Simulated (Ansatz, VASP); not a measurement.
Two plane-wave programs on Al3Cu

Contents of INCAR:

```
PREC = Accurate ; ENCUT = 520
EDIFF = 1E-7 ; ISMEAR = 1
SIGMA = 0.15 ; LREAL = False
LASPH = True ; NELM = 60
ALGO = Normal ; ISIF = 2
LWAVE = False ; LCHARG = False
GGA = CA ; NBANDS = 18
```

File KPOINTS:

```
regular mesh
0
Gamma
  6 6 6
```

File POSCAR:

```
Al3Cu
1.0
    3.9241510000      0.0000000000      0.0000000000
    0.0000000000      3.9241510000      0.0000000000
    0.0000000000      0.0000000000      3.9241510000
Al Cu
3 1
Direct
    0.0000000000      0.5000000000      0.5000000000
    0.5000000000      0.0000000000      0.5000000000
    0.5000000000      0.5000000000      0.0000000000
    0.0000000000      0.0000000000      0.0000000000
```

Input for Ansatz:

```yaml
crystal:
  lattice:
    - [3.924151, 0.0, 0.0]
    - [0.0, 3.924151, 0.0]
    - [0.0, 0.0, 3.924151]
  atoms:
    - { symbol: Al, position: [0.0, 0.5, 0.5] }
    - { symbol: Al, position: [0.5, 0.0, 0.5] }
    - { symbol: Al, position: [0.5, 0.5, 0.0] }
    - { symbol: Cu, position: [0.0, 0.0, 0.0] }
kpoints:
  mp_grid:
    grid: [6, 6, 6]
hamiltonian:
  xc: lda
  pseudopotentials:
    kind: paw
scf:
  occupations:
    method: cold
    width: 0.15
output:
  forces: true
  stress: true
  eigenvalues: true
```

Alike in both runs: task single point; functional LDA; k mesh 6 × 6 × 6; no spin polarisation.

|  | VASP | Ansatz |
| --- | --- | --- |
| version | VASP 6.6.1 | Ansatz 0.2.0 |
| potentials or method | VASP PAW LDA potentials, release 64 (Al, Cu) | plane waves, PAW |
| plane-wave cutoff (eV) | 520 | 420 |
| occupations | methfessel-paxton of order 1, width 0.15 eV | cold, width 0.15 eV |
| valence electrons in the cell | 20 | 28 |

|  | VASP | Ansatz | Ansatz less VASP |
| --- | --- | --- | --- |
| gap on the k mesh at the Fermi level (eV) | none | none | - |
| pressure (GPa) | -5.1 | -5.3 | -0.19 |

LDA's correlation is that of Perdew and Zunger in VASP and of Perdew and Wang (1992) in Ansatz. A gap of «none» marks a metal or a gap that the smearing closes. VASP's potentials hold 20 valence electrons a cell and Ansatz's 28, so a difference there can come from the potentials and not from the codes.
